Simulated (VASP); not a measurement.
A run of VASP 6.6.1 is set up as follows.

INCAR

```
  PREC = Accurate
  ENCUT = 520
  EDIFF = 1E-7
  ISMEAR = 0
  SIGMA = 0.05
  LREAL = False
  LASPH = True
  NELM = 60
  ALGO = Normal
  ISIF = 2
  LWAVE = False
  LCHARG = False
  GGA = PS
  NBANDS = 32
```

Contents of KPOINTS:

```
regular mesh
0
Gamma
  8 8 8
```

Contents of POSCAR:

```
Bi2TeSe2
1.0
    2.1054786023      1.2155986378      9.5838039522
   -2.1054786023      1.2155986378      9.5838039522
    0.0000000000     -2.4311972756      9.5838039522
Bi Te Se
2 1 2
Direct
    0.4062258759      0.4062258759      0.4062258759
    0.5937741241      0.5937741241      0.5937741241
    0.0000000000      0.0000000000      0.0000000000
    0.2076597980      0.2076597980      0.2076597980
    0.7923402020      0.7923402020      0.7923402020
```

Potentials or basis: VASP PAW PBE potentials, release 64 (Bi_d, Te, Se).

Command:

```sh
$ cat potpaw_PBE.64/Bi_d/POTCAR potpaw_PBE.64/Te/POTCAR potpaw_PBE.64/Se/POTCAR > POTCAR
$ mpirun -np 1 vasp_std > vasp.out
```

Problem. What does it give for the pressure?

Solution. 0.5 GPa.

Problem. What does it give for the largest force?

Solution. 0.014 eV/Å.

Problem. Predict the band gap on the k mesh.

Solution. 0.47 eV.

Forces on the atoms (eV/Å):
```
Bi   0.000  0.000 -0.009
Bi   0.000  0.000  0.009
Te   0.000  0.000  0.000
Se   0.000  0.000 -0.014
Se   0.000  0.000  0.014
```

Caveat: the PAW data sets were made with another functional, which shifts forces and pressure a little; spin-orbit coupling is left out, which moves the levels of the heavy elements. PBEsol gaps usually lie below the measured ones, often by a third to a half.
